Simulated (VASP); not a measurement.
Wanted: the native input for a VASP 6.6.1 run.

* Task: single point
* Functional: PBE
* Potentials or basis: VASP PAW PBE potentials, release 64 (Co, Si)
* Cutoff: 520 eV
* k mesh: 14 × 14 × 5
* Occupations: gaussian, width 0.15 eV
* Spin: no spin polarisation
* Dipole correction: no
* Further INCAR settings: ALGO = Normal; EDIFF = 1e-06; NBANDS = 36

The structure of CoSi2 lies in POSCAR:

```
CoSi2
1.0
    2.6799390577     -2.6799390577      0.0000000000
    2.6799390577      0.0000000000     -2.6799390577
    5.3598781154      5.3598781154      5.3598781154
Co Si
3 6
Direct
    1.0000000000      0.0000000000      0.0000000000
    0.3333333333      0.3333333333      0.6666666667
    0.6666666667      0.6666666667      0.3333333333
    0.6666666667      0.6666666667      0.5833333333
    1.0000000000      0.0000000000      0.2500000000
    0.3333333333      0.3333333333      0.9166666667
    0.6666666667      0.6666666667      0.0833333333
    1.0000000000      1.0000000000      0.7500000000
    0.3333333333      0.3333333333      0.4166666667
```

The input as run:

INCAR

```
PREC = Accurate
ENCUT = 520
EDIFF = 1E-6
ISMEAR = 0
SIGMA = 0.15
LREAL = F
LASPH = T
NELM = 80
ALGO = Normal
ISIF = 2
LWAVE = F
LCHARG = F
GGA = PE
NBANDS = 36
```

KPOINTS

```
Automatic mesh
0
Gamma
  14 14 5
```

Potentials or basis: VASP PAW PBE potentials, release 64 (Co, Si).

The run is started by

```sh
$ cat potpaw_PBE.64/Co/POTCAR potpaw_PBE.64/Si/POTCAR > POTCAR
$ mpirun -np 1 vasp_std > vasp.out
```

It gave:

```yaml
Pressure: -0.1 GPa
```

Wall time 13 min on 1 thread of Oxide Virtual Turin-like Processor, with other jobs on the host, peak memory 0.41 GiB.
